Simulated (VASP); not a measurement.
# W (Im-3m) in VASP: further runs

Runs on W. Level: r2SCAN. Tasks: single point.

All numbers are computed with VASP 6.6.1; they aren't measurements. Logs are shortened: lines on timing, memory, paths and dates and some standing lists are left out, and cuts for length are marked.

**1. The cell of the first run**

It takes space group Im-3m (No. 229, cubic). The conventional cell has a = 3.168 Å, b = 3.168 Å, c = 3.168 Å, α = 90.00°, β = 90.00°, γ = 90.00°. Within 3.6 Å of W (site symmetry m-3m) lie 14 W at 2.74 to 3.17 Å.

**2. Single point, r2SCAN (15.90 Å³/atom)**

POSCAR reads:

```
W
1.0
   -1.5841318507      1.5841318507      1.5841318507
    1.5841318507     -1.5841318507      1.5841318507
    1.5841318507      1.5841318507     -1.5841318507
W
1
Direct
    0.0000000000      0.0000000000      0.0000000000
```

INCAR.step1 reads:

```
SYSTEM = W
ALGO = Normal
EDIFF = 1E-4
ENCUT = 520
GGA = PE
ISMEAR = 0
LASPH = .True.
LCHARG = .False.
LREAL = .False.
LWAVE = .True.
NBANDS = 13
NELM = 100
PREC = Accurate
SIGMA = 0.05
```

INCAR.step2 reads:

```
SYSTEM = W
ALGO = Normal
EDIFF = 1E-6
ENCUT = 520
ISIF = 2
ISMEAR = 0
ISTART = 1
LASPH = .True.
LCHARG = .True.
LELF = .True.
LMIXTAU = .True.
LREAL = .False.
LVHAR = .True.
LWAVE = .False.
METAGGA = R2SCAN
NBANDS = 13
NELM = 100
PREC = Accurate
SIGMA = 0.05
```

KPOINTS reads:

```
k-points
0
Gamma
  18 18 18
  0 0 0
```

Potentials or basis: VASP PAW PBE potentials, release 64 (W_sv).

Started as:

```sh
cat potpaw_PBE.64/W_sv/POTCAR > POTCAR
cp INCAR.step1 INCAR
mpirun -np 1 vasp_std > vasp.out
cp INCAR.step2 INCAR
mpirun -np 1 vasp_std > vasp.out
```

OUTCAR:

```text
SYSTEM = W
   EDIFF = 1E-6
   ENCUT = 520
   ISIF = 2
   ISMEAR = 0
   ISTART = 1
   LASPH = .True.
   LREAL = .False.
   METAGGA = R2SCAN
   NELM = 100
   PREC = Accurate

 ion  position               nearest neighbor table
   1  0.000  0.000  0.000-

  LATTYP: Found a body centered cubic cell.
 ALAT       =     3.1682637014

  Lattice vectors:

 A1 = (  -1.5841318507,   1.5841318507,   1.5841318507)
 A2 = (   1.5841318507,  -1.5841318507,   1.5841318507)
 A3 = (   1.5841318507,   1.5841318507,  -1.5841318507)

Analysis of symmetry for initial positions (statically):
=====================================================================
 Subroutine PRICEL returns:
 Original cell was already a primitive cell.

 Routine SETGRP: Setting up the symmetry group for a
 body centered cubic supercell.

 Subroutine GETGRP returns: Found 48 space group operations
 (whereof 48 operations were pure point group operations)
 out of a pool of 48 trial point group operations.

The static configuration has the point symmetry O_h .

Analysis of symmetry for dynamics (positions and initial velocities):
=====================================================================
 Subroutine PRICEL returns:
 Original cell was already a primitive cell.

 Routine SETGRP: Setting up the symmetry group for a
 body centered cubic supercell.

 Subroutine GETGRP returns: Found 48 space group operations
 (whereof 48 operations were pure point group operations)
 out of a pool of 48 trial point group operations.

The dynamic configuration has the point symmetry O_h .

 Subroutine INISYM returns: Found 48 space group operations
 (whereof 48 operations are pure point group operations),
 and found     1 'primitive' translations

----------------------------------------------------------------------------------------

                                     Primitive cell

  volume of cell :      15.9013

  direct lattice vectors                    reciprocal lattice vectors
    -1.584131851  1.584131851  1.584131851     0.000000000  0.315630293  0.315630293
     1.584131851 -1.584131851  1.584131851     0.315630293  0.000000000  0.315630293
     1.584131851  1.584131851 -1.584131851     0.315630293  0.315630293  0.000000000

  length of vectors
     2.743796851  2.743796851  2.743796851     0.446368641  0.446368641  0.446368641

  position of ions in fractional coordinates (direct lattice)
     0.000000000  0.000000000  0.000000000

  ion indices of the primitive-cell ions
   primitive index   ion index
                 1           1

----------------------------------------------------------------------------------------

 KPOINTS: k-points

Automatic generation of k-mesh.
 Grid dimensions read from file:
 generate k-points for:   18   18   18

 Generating k-lattice:

  Cartesian coordinates                     Fractional coordinates (reciprocal lattice)
     0.000000000  0.017535016  0.017535016     0.055555556  0.000000000  0.000000000
     0.017535016  0.000000000  0.017535016     0.000000000  0.055555556  0.000000000
     0.017535016  0.017535016  0.000000000     0.000000000  0.000000000  0.055555556

  Length of vectors
     0.024798258  0.024798258  0.024798258

  Shift w.r.t. Gamma in fractional coordinates (k-lattice)
     0.000000000  0.000000000  0.000000000

 Subroutine IBZKPT returns following result:
 ===========================================

 Found    195 irreducible k-points:

 Following reciprocal coordinates:
            Coordinates               Weight
  0.000000  0.000000  0.000000      1.000000
  0.055556  0.000000  0.000000     12.000000
  0.111111  0.000000  0.000000     12.000000
  0.166667  0.000000  0.000000     12.000000
  0.222222  0.000000  0.000000     12.000000
  0.277778  0.000000  0.000000     12.000000
[... 16 lines left out ...]
  0.333333  0.111111  0.000000     48.000000
  0.388889  0.111111  0.000000     48.000000
 [... further k-points ...]
   k-points           NKPTS =    195   k-points in BZ     NKDIM =    195   number of bands    NBANDS=     13
   number of dos      NEDOS =    301   number of ions     NIONS =      1
   total plane-waves  NPLWV =   8000
   dimension x,y,z NGX =    20 NGY =   20 NGZ =   20
   dimension x,y,z NGXF=    40 NGYF=   40 NGZF=   40
   ions per type =               1
   NGX,Y,Z   is equivalent  to a cutoff of  12.12, 12.12, 12.12 a.u.
   NGXF,Y,Z  is equivalent  to a cutoff of  24.24, 24.24, 24.24 a.u.
 SYSTEM =  W
   PREC   = accura    normal or accurate (medium, high low for compatibility)
   ISTART =      1    job   : 0-new  1-cont  2-samecut
   ICHARG =      0    charge: 1-file 2-atom 10-const
   ISPIN  =      1    spin polarized calculation?
   LNONCOLLINEAR =      F non collinear calculations
   LSORBIT =      F    spin-orbit coupling
   LASPH  =      T    aspherical Exc in radial PAW
   ENCUT  =  520.0 eV  38.22 Ry    6.18 a.u.   5.10  5.10  5.10*2*pi/ulx,y,z
   NELM   =    100;   NELMIN=  2; NELMDL=  0     # of ELM steps
   EDIFF  = 0.1E-05   stopping-criterion for ELM
   LREAL  =      F    real-space projection
   EDIFFG = 0.1E-04   stopping-criterion for IOM
   NSW    =      0    number of steps for IOM
   IBRION =     -1    ionic relax: 0-MD 1-quasi-New 2-CG
   NFREE  =      0    steps in history (QN), initial steepest desc. (CG)
   ISIF   =      2    stress and relaxation
   ISYM   =      2    0-nonsym 1-usesym 2-fastsym
   POTIM  = 0.5000    time-step for ionic-motion
   TEBEG  =    0.0;   TEEND  =   0.0 temperature during run
   PSTRESS=    0.0 pullay stress
   NELECT =      14.0000    total number of electrons
   NUPDOWN=      -1.0000    fix difference up-down
   EMIN   =  10.00;   EMAX   =-10.00  energy-range for DOS
   EFERMI =   0.00;   METHOD = LEGACY
   ISMEAR =     0;   SIGMA  =   0.05  broadening in eV -4-tet -1-fermi 0-gaus
   EFERMI_NEDOS =   21; number of points for ismear=-14 and -15
   IALGO  =     38    algorithm
   IMIX   =      4    mixing-type and parameters
     AMIX     =   0.40;   BMIX     =  1.00
     AMIX_MAG =   1.60;   BMIX_MAG =  1.00
  volume/ion in A,a.u.               =      15.90       107.31
  Fermi-wavevector in a.u.,A,eV,Ry     =   1.569060  2.965093 33.496849  2.461949
  Thomas-Fermi vector in A             =   2.670999
   LORBIT       =      0    0 simple, 1 ext, 2 COOP (PROOUT), +10 PAW based schemes
   METAGGA = R2SCAN    functional components
   LHFCALC =     F    Hartree Fock is set to
   AEXX    =    0.0000 exact exchange contribution
   IVDW    =     0    specifies the selected vdW correction
   LEPSILON=     F    determine dielectric tensor
   LRPA    =     F    only Hartree local field effects (RPA)
 non-spin polarized calculation
 Gauss-broadening in eV      SIGMA  =   0.05
  energy-cutoff  :      520.00
  volume of cell :       15.90
 maximum number of plane-waves:       440
   NGX = 11   NGY = 11   NGZ = 11

 number of electron      14.0000003 magnetization

 Free energy of the ion-electron system (eV)
  ---------------------------------------------------
  ext. energy  EPLUGINS =         0.00000000
  ---------------------------------------------------
  free energy    TOTEN  =       -51.34607062 eV

  energy without entropy =      -51.34498223  energy(sigma->0) =      -51.34552642

 E-fermi :  11.2391     XC(G=0): -14.9377

 val. band max:       11.2284899668   @ k =  -0.1667   0.1667   0.0556
 cond. band min:      11.2504854380   @ k =  -0.3889   0.3889   0.2778
 fundamental gap:      0.0219954712
 Fermi energy:        11.2390551061

 k-point     1 :       0.0000    0.0000    0.0000
  band No.  band energies     occupation
      1     -64.8658      2.00000
      2     -27.7313      2.00000
      3     -27.7313      2.00000
      4     -27.7313      2.00000
      5       1.1334      2.00000
      6       9.9700      2.00000
      7       9.9700      2.00000
      8       9.9700      2.00000
      9      13.8048      0.00000
     10      13.8048      0.00000
     11      26.4962      0.00000
     12      26.4962      0.00000
     13      26.4962      0.00000

 k-point     2 :       0.0556    0.0000    0.0000
  band No.  band energies     occupation
      1     -64.8614      2.00000
      2     -27.7758      2.00000
      3     -27.7450      2.00000
      4     -27.7315      2.00000
      5       1.2894      2.00000
      6       9.8737      2.00000
      7       9.9476      2.00000
      8      10.1197      2.00000
      9      13.6472      0.00000
     10      13.8041      0.00000
     11      26.6295      0.00000
     12      26.7621      0.00000
     13      26.8749      0.00000

 k-point     3 :       0.1111    0.0000    0.0000
  band No.  band energies     occupation
      1     -64.8486      2.00000
      2     -27.9024      2.00000
      3     -27.7844      2.00000
      4     -27.7321      2.00000
      5       1.7401      2.00000
      6       9.6076      2.00000
      7       9.8536      2.00000
      8      10.5636      2.00000
      9      13.3067      0.00000
     10      13.8101      0.00000
     11      26.9615      0.00000
     12      27.5348      0.00000
     13      27.8331      0.00000
[... 305 lines left out ...]
 k-point    23 :       0.3333    0.1111    0.0000
  band No.  band energies     occupation
      1     -64.7287      2.00000
      2     -28.9136      2.00000
      3     -28.1616      2.00000
      4     -27.7972      2.00000
      5       5.1499      2.00000
      6       7.8177      2.00000
      7       9.7957      2.00000
      8      13.3818      0.00000
      9      14.6753      0.00000
     10      16.7848      0.00000
     11      23.8587      0.00000
     12      25.2367      0.00000
     13      29.8518      0.00000

 k-point    24 :       0.3889    0.1111    0.0000
  band No.  band energies     occupation
      1     -64.7164      2.00000
      2     -29.0067      2.00000
      3     -28.2074      2.00000
      4     -27.7988      2.00000
      5       5.1565      2.00000
      6       7.6673      2.00000
      7      10.5270      2.00000
      8      13.4888      0.00000
      9      14.8879      0.00000
     10      17.8529      0.00000
     11      22.7193      0.00000
     12      24.4266      0.00000
     13      28.7937      0.00000

 [... further k-points ...]

------------------------ aborting loop because EDIFF is reached ----------------------------------------

  FORCE on cell =-STRESS in cart. coord.  units (eV):
  Direction    XX          YY          ZZ          XY          YZ          ZX
  --------------------------------------------------------------------------------------
  -------------------------------------------------------------------------------------
  Total        0.1235864      0.1235864      0.1235864     -0.0000000     -0.0000000      0.0000000
  in kB       12.4522340     12.4522340     12.4522340     -0.0000000     -0.0000000      0.0000000
  external PRESSURE =      12.4522340 kB  Pullay stress =       0.0000000 kB

 VOLUME and BASIS-vectors are now :
 -----------------------------------------------------------------------------
  energy-cutoff  :      520.00
  volume of cell :       15.90
      direct lattice vectors                 reciprocal lattice vectors
    -1.584131851  1.584131851  1.584131851     0.000000000  0.315630293  0.315630293
     1.584131851 -1.584131851  1.584131851     0.315630293  0.000000000  0.315630293
     1.584131851  1.584131851 -1.584131851     0.315630293  0.315630293  0.000000000

 POSITION                                       TOTAL-FORCE (eV/Angst)
 -----------------------------------------------------------------------------------
      0.00000      0.00000      0.00000         0.000000      0.000000      0.000000
 -----------------------------------------------------------------------------------
    total drift:                                0.000000      0.000000      0.000000

  FREE ENERGIE OF THE ION-ELECTRON SYSTEM (eV)
  ---------------------------------------------------
  free  energy   TOTEN  =       -51.3460706177 eV

  energy  without entropy=      -51.3449822311  energy(sigma->0) =      -51.34552642
```

Wall time 2.3 min (1 thread of Intel Xeon 8259CL, shared host); peak memory 0.16 GiB.

What came out:

| Property | Result |
| --- | --- |
| Free energy | -51.3461 eV |
| Pressure | 1.2 GPa |
| Band gap on the k mesh | zero (bands 7 and 8 overlap by 6.59 eV) |

Levels at points of the mesh, in eV from the Fermi level:
| k point | band 5 | band 6 | band 7 | band 8 | band 9 | band 10 |
| --- | --- | --- | --- | --- | --- | --- |
| (0.00, 0.00, 0.00) | -10.11 | -1.27 | -1.27 | -1.27 | 2.57 | 2.57 |
| (0.50, 0.00, 0.00) | -6.53 | -3.73 | 0.52 | 2.40 | 3.45 | 6.32 |
| (0.50, 0.50, 0.50) | -5.99 | -5.99 | 5.32 | 5.32 | 5.32 | 8.53 |

Caveat: the PAW data sets were made with another functional, which shifts forces and pressure a little; spin-orbit coupling is left out, which moves the levels of the heavy elements.

**3. Single point, r2SCAN**

POSCAR is that of step 2.

INCAR.step1 reads:

```
PREC = Accurate
ENCUT = 520
ISMEAR = 0
SIGMA = 0.05
LREAL = False
LASPH = True
NELM = 100
NBANDS = 13
GGA = PE
ALGO = Normal
EDIFF = 1E-4
LWAVE = True
LCHARG = False
```

INCAR.step2 reads:

```
PREC = Accurate
ENCUT = 520
EDIFF = 1E-6
ISMEAR = 0
SIGMA = 0.05
LREAL = False
LASPH = True
NELM = 100
ALGO = Normal
ISIF = 2
LWAVE = False
LCHARG = False
METAGGA = R2SCAN
LMIXTAU = True
NBANDS = 13
ISTART = 1
```

KPOINTS reads:

```
Automatic mesh
0
Gamma
  18 18 18
```

Potentials or basis: VASP PAW PBE potentials, release 64 (W_sv).

Started as:

```sh
cat potpaw_PBE.64/W_sv/POTCAR > POTCAR
cp INCAR.step1 INCAR
mpirun -np 1 vasp_std > vasp.out
cp INCAR.step2 INCAR
mpirun -np 1 vasp_std > vasp.out
```

Run time: 2.3 min. Hardware: 1 thread of Intel Xeon 8259CL, shared host; peak memory 0.16 GiB.

The run converged. Its results:

```yaml
Free_energy: -51.3461 eV
Pressure: 1.2 GPa
Band_gap_on_the_k_mesh: zero (bands 7 and 8 overlap by 6.59 eV)
```

Levels at points of the mesh, in eV from the Fermi level:
| k point | band 4 | band 5 | band 6 | band 7 | band 8 | band 9 | band 10 | band 11 |
| --- | --- | --- | --- | --- | --- | --- | --- | --- |
| (0.00, 0.00, 0.00) | -38.97 | -10.11 | -1.27 | -1.27 | -1.27 | 2.57 | 2.57 | 15.26 |
| (0.50, 0.00, 0.00) | -38.98 | -6.53 | -3.73 | 0.52 | 2.40 | 3.45 | 6.32 | 11.62 |
| (0.50, 0.50, 0.50) | -39.92 | -5.99 | -5.99 | 5.32 | 5.32 | 5.32 | 8.53 | 8.53 |

Caveat: the PAW data sets were made with another functional, which shifts forces and pressure a little; spin-orbit coupling is left out, which moves the levels of the heavy elements.

**4. Single point, r2SCAN**

This run uses another cell than the first one, of 16.15 Å³/atom.

POSCAR reads:

```
W
1.0
   -1.5923787430      1.5923787430      1.5923787430
    1.5923787430     -1.5923787430      1.5923787430
    1.5923787430      1.5923787430     -1.5923787430
W
1
Direct
    0.0000000000      0.0000000000      0.0000000000
```

INCAR.step1 reads:

```
ALGO = Normal
EDIFF = 1E-4
ENCUT = 520
GGA = PE
ISMEAR = 0
LASPH = T
LCHARG = F
LREAL = F
LWAVE = T
NBANDS = 13
NELM = 100
PREC = Accurate
SIGMA = 0.05
```

INCAR.step2 reads:

```
ALGO = Normal
EDIFF = 1E-6
ENCUT = 520
ISIF = 2
ISMEAR = 0
ISTART = 1
LASPH = T
LCHARG = T
LELF = T
LMIXTAU = T
LREAL = F
LVHAR = T
LWAVE = F
METAGGA = R2SCAN
NBANDS = 13
NELM = 100
PREC = Accurate
SIGMA = 0.05
```

KPOINTS reads:

```
k-points
0
Gamma
  18 18 18
```

Started as:

```sh
cat potpaw_PBE.64/W_sv/POTCAR > POTCAR
cp INCAR.step1 INCAR
mpirun -np 1 vasp_std > vasp.out
cp INCAR.step2 INCAR
mpirun -np 1 vasp_std > vasp.out
```

Run time: 2.4 min. Hardware: 1 thread of Intel Xeon 8259CL, shared host; peak memory 0.17 GiB.

Results (log left out):

```yaml
Free_energy: -51.3443 eV
Pressure: -3.6 GPa
Band_gap_on_the_k_mesh: zero (bands 7 and 8 overlap by 6.45 eV)
```

Levels at points of the mesh, in eV from the Fermi level:
| k point | band 3 | band 4 | band 5 | band 6 | band 7 | band 8 | band 9 | band 10 | band 11 | band 12 |
| --- | --- | --- | --- | --- | --- | --- | --- | --- | --- | --- |
| (0.00, 0.00, 0.00) | -39.02 | -39.02 | -10.02 | -1.24 | -1.24 | -1.24 | 2.53 | 2.53 | 15.22 | 15.22 |
| (0.50, 0.00, 0.00) | -39.43 | -39.02 | -6.43 | -3.65 | 0.47 | 2.36 | 3.39 | 6.18 | 11.36 | 12.04 |
| (0.50, 0.50, 0.50) | -39.92 | -39.92 | -5.85 | -5.85 | 5.21 | 5.21 | 5.21 | 8.40 | 8.40 | 8.40 |

Caveat: the cell stands under tension; the PAW data sets were made with another functional, which shifts forces and pressure a little; spin-orbit coupling is left out, which moves the levels of the heavy elements.
